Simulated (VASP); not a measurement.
# ZrB (Cmmm) in VASP: settings compared, part 2 of 2

VASP 6.6.1.

## Step 4: Single point, PBE

This run uses another cell than the first one, of 15.63 Å³/atom, 0.877 times its volume.

INCAR

```
SYSTEM = ZrB
PREC = Accurate
ENCUT = 520
EDIFF = 1E-7
ISMEAR = 0
SIGMA = 0.017
LREAL = .False.
LASPH = .True.
NELM = 80
ALGO = Normal
ISIF = 2
LWAVE = .False.
LCHARG = .False.
GGA = PE
NBANDS = 14
```

KPOINTS

```
regular mesh
0
Gamma
  10 10 7
  0 0 0
```

POSCAR

```
ZrB
1.0
    1.9614334600     -1.9857162700      0.0000000000
    1.9614334600      1.9857162700      0.0000000000
    0.0000000000      0.0000000000      4.0139456300
Zr B
1 1
Direct
    0.0000000000      0.0000000000      0.5000000000
    0.5000000000      0.5000000000      0.5000000000
```

Potentials or basis: VASP PAW PBE potentials, release 64 (Zr_sv, B).

Run with:

```sh
$ cat potpaw_PBE.64/Zr_sv/POTCAR potpaw_PBE.64/B/POTCAR > POTCAR
$ mpirun -np 1 vasp_std > vasp.out
```

OUTCAR:

```text
SYSTEM = ZrB
   PREC = Accurate
   ENCUT = 520
   EDIFF = 1E-7
   ISMEAR = 0
   LREAL = .False.
   LASPH = .True.
   NELM = 80
   ISIF = 2
   GGA = PE

 ion  position               nearest neighbor table
   1  0.000  0.000  0.500-   2 1.96   2 1.96   2 1.99   2 1.99
   2  0.500  0.500  0.500-   1 1.96   1 1.96   1 1.99   1 1.99

  LATTYP: Found a base centered orthorhombic cell.
 ALAT       =     3.9228669200
 B/A-ratio  =     1.0123801345
 C/A-ratio  =     1.0232173846

  Lattice vectors:

 A1 = (   1.9614334600,  -1.9857162700,   0.0000000000)
 A2 = (   1.9614334600,   1.9857162700,   0.0000000000)
 A3 = (   0.0000000000,   0.0000000000,   4.0139456300)

Analysis of symmetry for initial positions (statically):
=====================================================================
 Subroutine PRICEL returns:
 Original cell was already a primitive cell.

 Routine SETGRP: Setting up the symmetry group for a
 base centered orthorhombic supercell.

 Subroutine GETGRP returns: Found  8 space group operations
 (whereof  8 operations were pure point group operations)
 out of a pool of  8 trial point group operations.

The static configuration has the point symmetry D_2h.

Analysis of symmetry for dynamics (positions and initial velocities):
=====================================================================
 Subroutine PRICEL returns:
 Original cell was already a primitive cell.

 Routine SETGRP: Setting up the symmetry group for a
 base centered orthorhombic supercell.

 Subroutine GETGRP returns: Found  8 space group operations
 (whereof  8 operations were pure point group operations)
 out of a pool of  8 trial point group operations.

The dynamic configuration has the point symmetry D_2h.

 Subroutine INISYM returns: Found  8 space group operations
 (whereof  8 operations are pure point group operations),
 and found     1 'primitive' translations

----------------------------------------------------------------------------------------

                                     Primitive cell

  volume of cell :      31.2674

[... 121 lines left out ...]
  energy-cutoff  :      520.00
  volume of cell :       31.27
 maximum number of plane-waves:       872
 NGX is ok and might be reduce to    24
   NGX = 11   NGY = 11   NGZ = 15

 number of electron      15.0000001 magnetization

 Free energy of the ion-electron system (eV)
  ---------------------------------------------------
  ext. energy  EPLUGINS =         0.00000000
  ---------------------------------------------------
  free energy    TOTEN  =        -9.84602607 eV

  energy without entropy =       -9.84579262  energy(sigma->0) =       -9.84590935

 E-fermi :   7.1602     XC(G=0): -10.4055

 val. band max:        7.1480815481   @ k =  -0.4000   0.4000   0.4286
 cond. band min:       7.1667507534   @ k =   0.3000   0.2000   0.4286
 fundamental gap:      0.0186692053
 Fermi energy:         7.1601577794

 k-point     1 :       0.0000    0.0000    0.0000
  band No.  band energies     occupation
      1     -40.5059      2.00000
      2     -18.7575      2.00000
      3     -18.0694      2.00000
      4     -17.9741      2.00000
      5      -1.0588      2.00000
      6       4.8948      2.00000
      7       5.1182      2.00000
      8       7.3529      0.00000
      9      11.5409      0.00000
     10      11.8360      0.00000
     11      11.8579      0.00000
     12      11.9366      0.00000
     13      12.4812      0.00000
     14      19.3348      0.00000
[... 377 lines left out ...]
      1     -40.1010      2.00000
      2     -19.6780      2.00000
      3     -19.1211      2.00000
      4     -18.3703      2.00000
      5       0.3957      2.00000
      6       5.5954      2.00000
      7       6.4173      2.00000
      8       8.2365      0.00000
      9       8.6357      0.00000
     10       8.6744      0.00000
     11      13.0651      0.00000
     12      15.3362      0.00000
     13      16.5388      0.00000
     14      17.9745      0.00000

 [... further k-points ...]

------------------------ aborting loop because EDIFF is reached ----------------------------------------

  FORCE on cell =-STRESS in cart. coord.  units (eV):
  Direction    XX          YY          ZZ          XY          YZ          ZX
  --------------------------------------------------------------------------------------
  -------------------------------------------------------------------------------------
  Total       22.5742286     22.0542441      0.1334817      0.0000000      0.0000000      0.0000000
  in kB     1156.7279926   1130.0834221      6.8397467      0.0000000      0.0000000      0.0000000
  external PRESSURE =     764.5503871 kB  Pullay stress =       0.0000000 kB

 VOLUME and BASIS-vectors are now :
 -----------------------------------------------------------------------------
  energy-cutoff  :      520.00
  volume of cell :       31.27
      direct lattice vectors                 reciprocal lattice vectors
     1.961433460 -1.985716270  0.000000000     0.254915606 -0.251798310  0.000000000
     1.961433460  1.985716270  0.000000000     0.254915606  0.251798310  0.000000000
     0.000000000  0.000000000  4.013945630     0.000000000  0.000000000  0.249131426

 POSITION                                       TOTAL-FORCE (eV/Angst)
 -----------------------------------------------------------------------------------
      0.00000      0.00000      2.00697         0.000000      0.000000      0.000000
      1.96143      0.00000      2.00697         0.000000      0.000000      0.000000
 -----------------------------------------------------------------------------------
    total drift:                               -0.000000      0.000000     -0.000000

  FREE ENERGIE OF THE ION-ELECTRON SYSTEM (eV)
  ---------------------------------------------------
  free  energy   TOTEN  =        -9.8460260750 eV

  energy  without entropy=       -9.8457926201  energy(sigma->0) =       -9.84590935
```

It took 76 s on 1 thread of AMD EPYC 7R43 (Zen 3), shared host; peak memory 0.15 GiB.

What came out:

* Free energy: -9.8460 eV
* Pressure: 76.5 GPa

Stress tensor (GPa, compression positive):
```
115.67   0.00   0.00
  0.00 113.01   0.00
  0.00   0.00   0.68
```

## Step 5: Single point, PBE

This run uses another cell than the first one, of 15.63 Å³/atom, 0.877 times its volume.

INCAR

```
ALGO = Normal ; EDIFF = 1E-7
ENCUT = 520 ; GGA = PE
ISIF = 2 ; ISMEAR = 0
LASPH = True ; LCHARG = True
LELF = True ; LREAL = False
LVHAR = True ; LWAVE = False
NBANDS = 14 ; NELM = 80
PREC = Accurate ; SIGMA = 0.018000000000000002
```

KPOINTS

```
k-points
0
Gamma
  10 10 7
```

POSCAR is that of step 4.

Potentials or basis: VASP PAW PBE potentials, release 64 (Zr_sv, B).

Run with:

```sh
$ cat potpaw_PBE.64/Zr_sv/POTCAR potpaw_PBE.64/B/POTCAR > POTCAR
$ mpirun -np 1 vasp_std > vasp.out
```

OUTCAR:

```text
EDIFF = 1E-7
   ENCUT = 520
   GGA = PE
   ISIF = 2
   ISMEAR = 0
   LASPH = True
   LREAL = False
   NELM = 80
   PREC = Accurate

 ion  position               nearest neighbor table
   1  0.000  0.000  0.500-   2 1.96   2 1.96   2 1.99   2 1.99
   2  0.500  0.500  0.500-   1 1.96   1 1.96   1 1.99   1 1.99

  LATTYP: Found a base centered orthorhombic cell.
 ALAT       =     3.9228669200
 B/A-ratio  =     1.0123801345
 C/A-ratio  =     1.0232173846

  Lattice vectors:

 A1 = (   1.9614334600,  -1.9857162700,   0.0000000000)
 A2 = (   1.9614334600,   1.9857162700,   0.0000000000)
 A3 = (   0.0000000000,   0.0000000000,   4.0139456300)

Analysis of symmetry for initial positions (statically):
=====================================================================
 Subroutine PRICEL returns:
 Original cell was already a primitive cell.

 Routine SETGRP: Setting up the symmetry group for a
 base centered orthorhombic supercell.

 Subroutine GETGRP returns: Found  8 space group operations
 (whereof  8 operations were pure point group operations)
 out of a pool of  8 trial point group operations.

The static configuration has the point symmetry D_2h.

Analysis of symmetry for dynamics (positions and initial velocities):
=====================================================================
 Subroutine PRICEL returns:
 Original cell was already a primitive cell.

 Routine SETGRP: Setting up the symmetry group for a
 base centered orthorhombic supercell.

 Subroutine GETGRP returns: Found  8 space group operations
 (whereof  8 operations were pure point group operations)
 out of a pool of  8 trial point group operations.

The dynamic configuration has the point symmetry D_2h.

 Subroutine INISYM returns: Found  8 space group operations
 (whereof  8 operations are pure point group operations),
 and found     1 'primitive' translations

----------------------------------------------------------------------------------------

                                     Primitive cell

[... 121 lines left out ...]
 non-spin polarized calculation
 Gauss-broadening in eV      SIGMA  =   0.02
  energy-cutoff  :      520.00
  volume of cell :       31.27
 maximum number of plane-waves:       872
 NGX is ok and might be reduce to    24
   NGX = 11   NGY = 11   NGZ = 15

 number of electron      15.0000001 magnetization

 Free energy of the ion-electron system (eV)
  ---------------------------------------------------
  ext. energy  EPLUGINS =         0.00000000
  ---------------------------------------------------
  free energy    TOTEN  =        -9.84604017 eV

  energy without entropy =       -9.84578046  energy(sigma->0) =       -9.84591031

 E-fermi :   7.1600     XC(G=0): -10.4055

 val. band max:        7.1480134257   @ k =  -0.4000   0.4000   0.4286
 cond. band min:       7.1666552563   @ k =   0.3000   0.2000   0.4286
 fundamental gap:      0.0186418306
 Fermi energy:         7.1600235937

 k-point     1 :       0.0000    0.0000    0.0000
  band No.  band energies     occupation
      1     -40.5060      2.00000
      2     -18.7576      2.00000
      3     -18.0696      2.00000
      4     -17.9741      2.00000
      5      -1.0589      2.00000
      6       4.8947      2.00000
      7       5.1181      2.00000
      8       7.3528      0.00000
      9      11.5408      0.00000
     10      11.8359      0.00000
     11      11.8578      0.00000
     12      11.9366      0.00000
     13      12.4811      0.00000
     14      19.3347      0.00000
[... 377 lines left out ...]
      1     -40.1011      2.00000
      2     -19.6782      2.00000
      3     -19.1212      2.00000
      4     -18.3703      2.00000
      5       0.3956      2.00000
      6       5.5953      2.00000
      7       6.4172      2.00000
      8       8.2364      0.00000
      9       8.6356      0.00000
     10       8.6744      0.00000
     11      13.0650      0.00000
     12      15.3362      0.00000
     13      16.5388      0.00000
     14      17.9745      0.00000

 [... further k-points ...]

------------------------ aborting loop because EDIFF is reached ----------------------------------------

  FORCE on cell =-STRESS in cart. coord.  units (eV):
  Direction    XX          YY          ZZ          XY          YZ          ZX
  --------------------------------------------------------------------------------------
  -------------------------------------------------------------------------------------
  Total       22.5694014     22.0587079      0.1341691      0.0000000      0.0000000      0.0000000
  in kB     1156.4806439   1130.3121553      6.8749688      0.0000000      0.0000000      0.0000000
  external PRESSURE =     764.5559227 kB  Pullay stress =       0.0000000 kB

 VOLUME and BASIS-vectors are now :
 -----------------------------------------------------------------------------
  energy-cutoff  :      520.00
  volume of cell :       31.27
      direct lattice vectors                 reciprocal lattice vectors
     1.961433460 -1.985716270  0.000000000     0.254915606 -0.251798310  0.000000000
     1.961433460  1.985716270  0.000000000     0.254915606  0.251798310  0.000000000
     0.000000000  0.000000000  4.013945630     0.000000000  0.000000000  0.249131426

 POSITION                                       TOTAL-FORCE (eV/Angst)
 -----------------------------------------------------------------------------------
      0.00000      0.00000      2.00697         0.000000      0.000000      0.000000
      1.96143      0.00000      2.00697        -0.000000     -0.000000      0.000000
 -----------------------------------------------------------------------------------
    total drift:                               -0.000000      0.000000     -0.000000

  FREE ENERGIE OF THE ION-ELECTRON SYSTEM (eV)
  ---------------------------------------------------
  free  energy   TOTEN  =        -9.8460401709 eV

  energy  without entropy=       -9.8457804581  energy(sigma->0) =       -9.84591031
```

Run time: 84 s. Hardware: 1 thread of AMD EPYC 7R43 (Zen 3), shared host; peak memory 0.15 GiB.

What came out:

| Quantity | Value |
| --- | --- |
| Free energy | -9.8460 eV |
| Pressure | 76.5 GPa |

## Step 6: Overview

```csv
level,cell,k mesh,smearing,grid for exact exchange (PRECFOCK),gap on the mesh (eV),pressure (GPa)
B3LYP,"a = 3.415, b = 3.415, c = 3.058 Å, angles 90.0, 90.0, 89.1°, 2 atoms",5 × 5 × 4,fermi-dirac 0.05 eV,Normal,none,0.0
PBE,"a = 2.791, b = 2.791, c = 4.014 Å, angles 90.0, 90.0, 90.7°, 2 atoms",10 × 10 × 7,gaussian 0.014 eV,-,none,76.5
PBE,"a = 2.791, b = 2.791, c = 4.014 Å, angles 90.0, 90.0, 90.7°, 2 atoms",10 × 10 × 7,gaussian 0.017 eV,-,none,76.5
PBE,"a = 2.791, b = 2.791, c = 4.014 Å, angles 90.0, 90.0, 90.7°, 2 atoms",10 × 10 × 7,gaussian 0.018 eV,-,none,76.5
```

Alike in all rows: task single point; potentials or basis VASP PAW PBE potentials, release 64 (Zr_sv, B); no spin polarisation; cutoff (eV) 520.

Caveats: some runs use coarse meshes; the PAW data sets were made with another functional, which shifts forces and pressure a little (some runs).

Total energies depend on the potentials used, so only differences within one code and one set of settings carry meaning.
